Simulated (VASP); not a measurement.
# ScAl3 (Pmmm) in VASP: single point with r2SCAN

Aim: the single point of ScAl3 with r2SCAN.

Program: VASP 6.6.1. These are calculated values, not measurements. Logs are shortened: lines on timing, memory, paths and dates and some standing lists are left out, and cuts for length are marked.

**1. The cell of the first run**

The structure is orthorhombic, space group Pmmm (No. 47). The conventional cell has a = 3.963 Å, b = 4.086 Å, c = 4.208 Å, α = 90.00°, β = 90.00°, γ = 90.00°. Within 3.7 Å of Sc (site symmetry mmm) lie 12 Al at 2.85 to 2.93 Å. Al (site symmetry mmm) has 8 Al at 2.85 to 2.89 Å and 4 Sc at 2.93 Å within 3.7 Å. Al (site symmetry mmm) has 4 Sc at 2.85 Å and 8 Al at 2.89 to 2.93 Å within 3.7 Å. Al (site symmetry mmm) has 8 Al at 2.85 to 2.93 Å and 4 Sc at 2.89 Å within 3.7 Å.

**2. Single point, r2SCAN (strain +0.0300 x Voigt [1, -1, 0, 0, 0, 0])**

POSCAR reads:

```
ScAl3
1.0
    4.2081026657      0.0000000000      0.0000000000
    0.0000000000      3.9629704715      0.0000000000
    0.0000000000      0.0000000000      4.0855365686
Sc Al
1 3
Direct
    0.0000000000      0.0000000000      0.0000000000
    0.5000000000      0.0000000000      0.5000000000
    0.0000000000      0.5000000000      0.5000000000
    0.5000000000      0.5000000000      0.0000000000
```

INCAR.step1 reads:

```
PREC     = Accurate       # precision mode
ENCUT    = 520            # plane-wave cutoff, eV
ISMEAR   = 0              # smearing method
SIGMA    = 0.15           # smearing width, eV
LREAL    = False          # projectors in reciprocal space
LASPH    = True           # aspherical terms in the spheres
NELM     = 80             # most SCF steps
NBANDS   = 18             # bands
GGA      = PE             # functional
ALGO     = Normal         # electronic algorithm
EDIFF    = 1E-4           # SCF threshold, eV
LWAVE    = True           # write WAVECAR
LCHARG   = False          # write CHGCAR
```

INCAR.step2 reads:

```
PREC     = Accurate       # precision mode
ENCUT    = 520            # plane-wave cutoff, eV
EDIFF    = 1E-7           # SCF threshold, eV
ISMEAR   = 0              # smearing method
SIGMA    = 0.15           # smearing width, eV
LREAL    = False          # projectors in reciprocal space
LASPH    = True           # aspherical terms in the spheres
NELM     = 80             # most SCF steps
ALGO     = Normal         # electronic algorithm
ISIF     = 2              # what is computed and relaxed
LWAVE    = False          # write WAVECAR
LCHARG   = True           # write CHGCAR
METAGGA  = R2SCAN         # meta-GGA
LMIXTAU  = True         
LELF     = True           # ELF
LVHAR    = True         
NBANDS   = 18             # bands
ISTART   = 1
```

KPOINTS reads:

```
Automatic mesh
0
Gamma
  12 12 12
```

Potentials or basis: VASP PAW PBE potentials, release 64 (Sc_sv, Al).

Started as:

```
cat potpaw_PBE.64/Sc_sv/POTCAR potpaw_PBE.64/Al/POTCAR > POTCAR
cp INCAR.step1 INCAR
mpirun -np 1 vasp_std > vasp.out
cp INCAR.step2 INCAR
mpirun -np 1 vasp_std > vasp.out
```

OUTCAR:

```text
PREC = Accurate
   ENCUT = 520
   EDIFF = 1E-7
   ISMEAR = 0
   LREAL = False
   LASPH = True
   NELM = 80
   ISIF = 2
   METAGGA = R2SCAN
   ISTART = 1

 ion  position               nearest neighbor table
   1  0.000  0.000  0.000-   3 2.85   3 2.85   3 2.85   3 2.85   4 2.89   4 2.89   4 2.89   4 2.89
                             2 2.93   2 2.93   2 2.93   2 2.93
   2  0.500  0.000  0.500-   4 2.85   4 2.85   4 2.85   4 2.85   3 2.89   3 2.89   3 2.89   3 2.89
                             1 2.93   1 2.93   1 2.93   1 2.93
   3  0.000  0.500  0.500-   1 2.85   1 2.85   1 2.85   1 2.85   2 2.89   2 2.89   2 2.89   2 2.89
                             4 2.93   4 2.93   4 2.93   4 2.93
   4  0.500  0.500  0.000-   2 2.85   2 2.85   2 2.85   2 2.85   1 2.89   1 2.89   1 2.89   1 2.89
                             3 2.93   3 2.93   3 2.93   3 2.93

  LATTYP: Found a simple orthorhombic cell.
 ALAT       =     3.9629704715
 B/A-ratio  =     1.0309278351
 C/A-ratio  =     1.0618556701

  Lattice vectors:

 A1 = (   0.0000000000,   3.9629704715,   0.0000000000)
 A2 = (   0.0000000000,   0.0000000000,   4.0855365686)
 A3 = (   4.2081026657,   0.0000000000,   0.0000000000)

Analysis of symmetry for initial positions (statically):
=====================================================================
 Subroutine PRICEL returns:
 Original cell was already a primitive cell.

 Routine SETGRP: Setting up the symmetry group for a
 simple orthorhombic supercell.

 Subroutine GETGRP returns: Found  8 space group operations
 (whereof  8 operations were pure point group operations)
 out of a pool of  8 trial point group operations.

The static configuration has the point symmetry D_2h.

Analysis of symmetry for dynamics (positions and initial velocities):
=====================================================================
 Subroutine PRICEL returns:
 Original cell was already a primitive cell.

 Routine SETGRP: Setting up the symmetry group for a
 simple orthorhombic supercell.

 Subroutine GETGRP returns: Found  8 space group operations
 (whereof  8 operations were pure point group operations)
 out of a pool of  8 trial point group operations.

The dynamic configuration has the point symmetry D_2h.

 Subroutine INISYM returns: Found  8 space group operations
 (whereof  8 operations are pure point group operations),
 and found     1 'primitive' translations

----------------------------------------------------------------------------------------

                                     Primitive cell

  volume of cell :      68.1328

  direct lattice vectors                    reciprocal lattice vectors
     4.208102666  0.000000000  0.000000000     0.237636788  0.000000000  0.000000000
     0.000000000  3.962970471  0.000000000     0.000000000  0.252335971  0.000000000
     0.000000000  0.000000000  4.085536569     0.000000000  0.000000000  0.244765891

  length of vectors
     4.208102666  3.962970471  4.085536569     0.237636788  0.252335971  0.244765891

  position of ions in fractional coordinates (direct lattice)
     0.000000000  0.000000000  0.000000000
     0.500000000  0.000000000  0.500000000
     0.000000000  0.500000000  0.500000000
     0.500000000  0.500000000  0.000000000

  ion indices of the primitive-cell ions
   primitive index   ion index
                 1           1
                 2           2
                 3           3
                 4           4

----------------------------------------------------------------------------------------

 KPOINTS: Automatic mesh

Automatic generation of k-mesh.
 Grid dimensions read from file:
 generate k-points for:   12   12   12

 Generating k-lattice:

  Cartesian coordinates                     Fractional coordinates (reciprocal lattice)
     0.019803066  0.000000000  0.000000000     0.083333333  0.000000000  0.000000000
     0.000000000  0.021027998  0.000000000     0.000000000  0.083333333  0.000000000
     0.000000000  0.000000000  0.020397158     0.000000000  0.000000000  0.083333333

  Length of vectors
     0.019803066  0.021027998  0.020397158

  Shift w.r.t. Gamma in fractional coordinates (k-lattice)
     0.000000000  0.000000000  0.000000000

 Subroutine IBZKPT returns following result:
 ===========================================

 Found    343 irreducible k-points:

 Following reciprocal coordinates:
            Coordinates               Weight
  0.000000  0.000000  0.000000      1.000000
  0.083333  0.000000  0.000000      2.000000
  0.166667  0.000000  0.000000      2.000000
  0.250000  0.000000  0.000000      2.000000
  0.333333  0.000000  0.000000      2.000000
  0.416667  0.000000  0.000000      2.000000
[... 16 lines left out ...]
  0.083333  0.250000  0.000000      4.000000
  0.166667  0.250000  0.000000      4.000000
 [... further k-points ...]
   k-points           NKPTS =    343   k-points in BZ     NKDIM =    343   number of bands    NBANDS=     18
   number of dos      NEDOS =    301   number of ions     NIONS =      4
   total plane-waves  NPLWV =  28800
   dimension x,y,z NGX =    32 NGY =   30 NGZ =   30
   dimension x,y,z NGXF=    64 NGYF=   60 NGZF=   60
   ions per type =               1   3
   NGX,Y,Z   is equivalent  to a cutoff of  12.64, 12.58, 12.21 a.u.
   NGXF,Y,Z  is equivalent  to a cutoff of  25.28, 25.17, 24.41 a.u.
 SYSTEM =  unknown system
   PREC   = accura    normal or accurate (medium, high low for compatibility)
   ISTART =      1    job   : 0-new  1-cont  2-samecut
   ICHARG =      0    charge: 1-file 2-atom 10-const
   ISPIN  =      1    spin polarized calculation?
   LNONCOLLINEAR =      F non collinear calculations
   LSORBIT =      F    spin-orbit coupling
   LASPH  =      T    aspherical Exc in radial PAW
   ENCUT  =  520.0 eV  38.22 Ry    6.18 a.u.   7.82  7.37  7.60*2*pi/ulx,y,z
   NELM   =     80;   NELMIN=  2; NELMDL=  0     # of ELM steps
   EDIFF  = 0.1E-06   stopping-criterion for ELM
   LREAL  =      F    real-space projection
   EDIFFG = 0.1E-05   stopping-criterion for IOM
   NSW    =      0    number of steps for IOM
   IBRION =     -1    ionic relax: 0-MD 1-quasi-New 2-CG
   NFREE  =      0    steps in history (QN), initial steepest desc. (CG)
   ISIF   =      2    stress and relaxation
   ISYM   =      2    0-nonsym 1-usesym 2-fastsym
   POTIM  = 0.5000    time-step for ionic-motion
   TEBEG  =    0.0;   TEEND  =   0.0 temperature during run
   PSTRESS=    0.0 pullay stress
   NELECT =      20.0000    total number of electrons
   NUPDOWN=      -1.0000    fix difference up-down
   EMIN   =  10.00;   EMAX   =-10.00  energy-range for DOS
   EFERMI =   0.00;   METHOD = LEGACY
   ISMEAR =     0;   SIGMA  =   0.15  broadening in eV -4-tet -1-fermi 0-gaus
   EFERMI_NEDOS =   21; number of points for ismear=-14 and -15
   IALGO  =     38    algorithm
   IMIX   =      4    mixing-type and parameters
     AMIX     =   0.40;   BMIX     =  1.00
     AMIX_MAG =   1.60;   BMIX_MAG =  1.00
  volume/ion in A,a.u.               =      17.03       114.95
  Fermi-wavevector in a.u.,A,eV,Ry     =   1.088010  2.056040 16.106100  1.183765
  Thomas-Fermi vector in A             =   2.224182
   LORBIT       =      0    0 simple, 1 ext, 2 COOP (PROOUT), +10 PAW based schemes
   METAGGA = R2SCAN    functional components
   LHFCALC =     F    Hartree Fock is set to
   AEXX    =    0.0000 exact exchange contribution
   IVDW    =     0    specifies the selected vdW correction
   LEPSILON=     F    determine dielectric tensor
   LRPA    =     F    only Hartree local field effects (RPA)
 non-spin polarized calculation
 Gauss-broadening in eV      SIGMA  =   0.15
  energy-cutoff  :      520.00
  volume of cell :       68.13
 maximum number of plane-waves:      1856
 NGX is ok and might be reduce to    32
   NGX = 15   NGY = 15   NGZ = 15

 number of electron      20.0000000 magnetization

 Free energy of the ion-electron system (eV)
  ---------------------------------------------------
  ext. energy  EPLUGINS =         0.00000000
  ---------------------------------------------------
  free energy    TOTEN  =       -33.45655145 eV

  energy without entropy =      -33.44183566  energy(sigma->0) =      -33.44919355

 E-fermi :   7.3383     XC(G=0): -11.1353

 val. band max:        7.3366014847   @ k =   0.3333   0.0000   0.3333
 cond. band min:       7.3384293837   @ k =   0.0833   0.2500   0.0000
 fundamental gap:      0.0018278991
 Fermi energy:         7.3382917397

 k-point     1 :       0.0000    0.0000    0.0000
  band No.  band energies     occupation
      1     -43.7397      2.00000
      2     -21.4980      2.00000
      3     -21.4805      2.00000
      4     -21.4591      2.00000
      5      -3.3278      2.00000
      6       4.3203      2.00000
[... 10 lines left out ...]
     17      12.8284      0.00000
     18      12.8707      0.00000

 k-point     2 :       0.0833    0.0000    0.0000
  band No.  band energies     occupation
      1     -43.7396      2.00000
      2     -21.4998      2.00000
      3     -21.4803      2.00000
      4     -21.4590      2.00000
      5      -3.2639      2.00000
      6       3.5976      2.00000
[... 10 lines left out ...]
     17      12.8707      0.00000
     18      13.1048      0.00000

 k-point     3 :       0.1667    0.0000    0.0000
  band No.  band energies     occupation
      1     -43.7395      2.00000
      2     -21.5048      2.00000
      3     -21.4800      2.00000
      4     -21.4586      2.00000
      5      -3.0739      2.00000
      6       2.6011      2.00000
[... 10 lines left out ...]
     17      12.7968      0.00000
     18      12.9976      0.00000

 k-point     4 :       0.2500    0.0000    0.0000
  band No.  band energies     occupation
      1     -43.7392      2.00000
      2     -21.5115      2.00000
      3     -21.4795      2.00000
      4     -21.4581      2.00000
      5      -2.7624      2.00000
      6       1.6150      2.00000
[... 375 lines left out ...]
      4     -21.4785      2.00000
      5      -2.6846      2.00000
      6       2.1441      2.00000
[... 10 lines left out ...]
     17      12.7291      0.00000
     18      13.9966      0.00000

 k-point    23 :       0.0833    0.2500    0.0000
  band No.  band energies     occupation
      1     -43.7386      2.00000
      2     -21.4976      2.00000
      3     -21.4826      2.00000
      4     -21.4783      2.00000
      5      -2.6233      2.00000
      6       2.1930      2.00000
[... 10 lines left out ...]
     17      12.6194      0.00000
     18      13.7913      0.00000

 k-point    24 :       0.1667    0.2500    0.0000
  band No.  band energies     occupation
      1     -43.7384      2.00000
      2     -21.5024      2.00000
      3     -21.4820      2.00000
      4     -21.4780      2.00000
      5      -2.4410      2.00000
      6       2.3321      2.00000
[... 10 lines left out ...]
     17      12.1851      0.00000
     18      13.1953      0.00000

 [... further k-points ...]

------------------------ aborting loop because EDIFF is reached ----------------------------------------

  FORCE on cell =-STRESS in cart. coord.  units (eV):
  Direction    XX          YY          ZZ          XY          YZ          ZX
  --------------------------------------------------------------------------------------
  -------------------------------------------------------------------------------------
  Total       -1.9075577      2.0626609      0.2197387      0.0000000      0.0000000      0.0000000
  in kB      -44.8571839     48.5045131      5.1672665      0.0000000      0.0000000      0.0000000
  external PRESSURE =       2.9381986 kB  Pullay stress =       0.0000000 kB

 VOLUME and BASIS-vectors are now :
 -----------------------------------------------------------------------------
  energy-cutoff  :      520.00
  volume of cell :       68.13
      direct lattice vectors                 reciprocal lattice vectors
     4.208102666  0.000000000  0.000000000     0.237636788  0.000000000  0.000000000
     0.000000000  3.962970471  0.000000000     0.000000000  0.252335971  0.000000000
     0.000000000  0.000000000  4.085536569     0.000000000  0.000000000  0.244765891

 POSITION                                       TOTAL-FORCE (eV/Angst)
 -----------------------------------------------------------------------------------
      0.00000      0.00000      0.00000         0.000000      0.000000      0.000000
      2.10405      0.00000      2.04277         0.000000      0.000000      0.000000
      0.00000      1.98149      2.04277         0.000000      0.000000      0.000000
      2.10405      1.98149      0.00000         0.000000      0.000000      0.000000
 -----------------------------------------------------------------------------------
    total drift:                               -0.000000      0.000000     -0.000000

  FREE ENERGIE OF THE ION-ELECTRON SYSTEM (eV)
  ---------------------------------------------------
  free  energy   TOTEN  =       -33.4565514472 eV

  energy  without entropy=      -33.4418356577  energy(sigma->0) =      -33.44919355
```

Wall time 23 min (1 thread of Intel Xeon 8259CL, shared host); peak memory 0.48 GiB.

What came out:

```
Free energy            : -33.4566 eV
Pressure               : 0.3 GPa
Band gap on the k mesh : zero (bands 10 and 11 overlap by 4.07 eV)
```

Stress tensor (GPa, compression positive):
```
-4.49  0.00  0.00
 0.00  4.85  0.00
 0.00  0.00  0.52
```

Levels at points of the mesh, in eV from the Fermi level:
| k point | band 8 | band 9 | band 10 | band 11 | band 12 | band 13 |
| --- | --- | --- | --- | --- | --- | --- |
| (0.00, 0.00, 0.00) | -2.44 | -2.03 | -1.55 | 1.30 | 1.31 | 1.44 |
| (0.50, 0.00, 0.00) | -1.54 | -1.50 | 0.93 | 1.08 | 1.36 | 1.69 |
| (0.00, 0.50, 0.00) | -1.82 | -1.70 | 0.64 | 0.84 | 1.02 | 1.48 |
| (0.50, 0.50, 0.00) | -4.70 | -0.67 | -0.48 | 1.20 | 1.51 | 2.18 |
| (0.00, 0.00, 0.50) | -1.61 | -1.50 | 0.59 | 0.68 | 1.40 | 1.81 |
| (0.50, 0.00, 0.50) | -4.71 | -0.39 | -0.29 | 1.53 | 1.87 | 2.14 |
| (0.00, 0.50, 0.50) | -4.70 | -0.82 | -0.73 | 0.93 | 1.12 | 2.41 |
| (0.50, 0.50, 0.50) | -4.83 | -3.41 | -3.28 | -3.14 | 1.03 | 2.76 |

Caveat: the cell differs from its parent crystal (strain +0.0300 x Voigt [1, -1, 0, 0, 0, 0]); the PAW data sets were made with another functional, which shifts forces and pressure a little.
